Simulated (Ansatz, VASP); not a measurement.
One calculation of Rh, two programs

INCAR

```
SYSTEM = Rh
PREC = Accurate ; ENCUT = 520
EDIFF = 1E-7 ; ISMEAR = -1
SIGMA = 0.03 ; LREAL = .FALSE.
LASPH = .TRUE. ; NELM = 60
ALGO = Normal ; ISIF = 2
LWAVE = .FALSE. ; LCHARG = .TRUE.
GGA = CA ; LELF = .TRUE.
LVHAR = .TRUE. ; NBANDS = 14
```

The input KPOINTS:

```
Automatic mesh
0
G
  16 16 16
  0 0 0
```

File POSCAR:

```
Rh
1.0
   -0.0190155000      1.8920422500      1.8920422500
    1.8920422500     -0.0190155000      1.8920422500
    1.8920422500      1.8920422500     -0.0190155000
Rh
1
Direct
    0.0000000000      0.0000000000      0.0000000000
```

Input for Ansatz:

```yaml
crystal:
  lattice:
    - [-0.0190155, 1.89204225, 1.89204225]
    - [1.89204225, -0.0190155, 1.89204225]
    - [1.89204225, 1.89204225, -0.0190155]
  atoms:
    - { symbol: Rh, position: [0.0, 0.0, 0.0] }
kpoints:
  mp_grid: { grid: [16, 16, 16] }
  band_path:
    path:
      - [0.0, 0.0, 0.0]
      - [0.5, 0.5, 0.5]
      - [0.2525443832, 0.5, 0.7474556168]
      - [-0.2525443832, 0.2525443832, 0.5]
      - [0.0, 0.0, 0.5]
      - [0.0, 0.0, 0.0]
      - [-0.3762721916, 0.0, 0.3762721916]
      - [0.0, 0.3762721916, 0.6237278084]
      - [0.0, 0.5, 0.5]
    npoints: 5
scf:
  occupations: { method: fermi_dirac, width: 0.03 }
hamiltonian:
  xc: lda
  pseudopotentials: { kind: all_electron, lapw: { basis_error: 0.00025 } }
output:
  forces: true
  stress: true
  eigenvalues: true
```

Change from the starting cell: equal xy, yz and zx shear strains of -1 %.

Alike in both runs: task single point; functional LDA; k mesh 16 × 16 × 16; occupations fermi-dirac, width 0.03 eV; no spin polarisation.

|  | VASP | Ansatz |
| --- | --- | --- |
| version | VASP 6.6.1 | Ansatz 0.2.0 |
| potentials or method | VASP PAW LDA potentials, release 64 (Rh_pv), cutoff 520 eV | all-electron LAPW, scalar-relativistic |

```tsv
	VASP	Ansatz	Ansatz less VASP
pressure (GPa)	-10.3	-11.1	-0.78
traceless stress, the component that is largest in VASP (GPa)	1.97	1.95	-0.011
```

LDA's correlation is that of Perdew and Zunger in VASP and of Perdew and Wang (1992) in Ansatz. Ansatz ran all-electron here, and VASP with PAW potentials.
